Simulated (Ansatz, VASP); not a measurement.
SiC: VASP beside Ansatz

```
Si C
1.0
    -2.97940    2.97940    2.97940
     2.97940   -2.97940    2.97940
     2.97940    2.97940   -2.97940
Si C
6 6
Cartesian
  4.4691 0.7448 0.0000
  0.0000 1.4897 2.2345
  0.7448 0.0000 4.4691
  0.0000 4.4691 0.7448
  1.4897 2.2345 0.0000
  2.2345 0.0000 1.4897
  0.7448 2.9794 1.4897
  2.9794 -1.4897 2.2345
  2.2345 2.9794 -1.4897
  2.9794 1.4897 0.7448
  -1.4897 2.2345 2.9794
  1.4897 0.7448 2.9794
```

Alike in both runs: task relaxation of cell and atoms; functional PBE; k mesh 4 × 4 × 4; occupations gaussian, width 0.1 eV; no spin polarisation.

```csv
,VASP,Ansatz
version,VASP 6.6.1,Ansatz 0.2.0
potentials or method,"VASP PAW PBE potentials, release 64 (Si, C), cutoff 600 eV","scalar-relativistic, plane waves, PAW"
valence electrons in the cell,48,48
```

|  | VASP | Ansatz | Ansatz less VASP |
| --- | --- | --- | --- |
| gap on the k mesh at the Fermi level, each at its own relaxed structure (eV) | 0.62 | 0.63 | +0.003 |
| relaxed volume (Å³/atom) | 10.34 | 10.33 | -0.009 |
| relaxed cell length with the largest relative difference (Å) | 5.442 | 5.441 | -0.0016 |

Noted on VASP's run: the volume moved by over 15 % at a fixed basis, so the end points are rough.
